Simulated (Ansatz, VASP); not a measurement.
## SnSe: VASP beside Ansatz

```
Sn Se
1.0
     0.00000    3.01000    2.93475
     3.01000    0.00000    2.93475
     3.01000    3.01000    0.00000
Sn Se
1 1
Direct
  0.00000 0.00000 0.00000
  0.50000 0.50000 0.50000
```

Change from the starting cell: strain +0.000 along x and y, -0.025 along z, atoms carried along.

Alike in both runs: task single point; functional LDA; k mesh 8 × 8 × 8; occupations gaussian, width 0.05 eV; no spin polarisation.

|  | VASP | Ansatz |
| --- | --- | --- |
| version | VASP 6.6.1 | Ansatz 0.2.0 |
| potentials or method | VASP PAW LDA potentials, release 64 (Sn_d, Se), cutoff 520 eV | scalar-relativistic, plane waves, PAW |
| valence electrons in the cell | 20 | 30 |

```tsv
	VASP	Ansatz	Ansatz less VASP
gap on the k mesh at the Fermi level (eV)	0.72	0.72	-0.002
least direct gap on the mesh (eV)	0.76	0.74	-0.020
pressure (GPa)	-2.0	-2.1	-0.08
traceless stress, the component that is largest in VASP (GPa)	2.17	2.15	-0.021
```

LDA's correlation is that of Perdew and Zunger in VASP and of Perdew and Wang (1992) in Ansatz. VASP's potentials hold 20 valence electrons a cell and Ansatz's 30, so a difference there can come from the potentials and not from the codes.
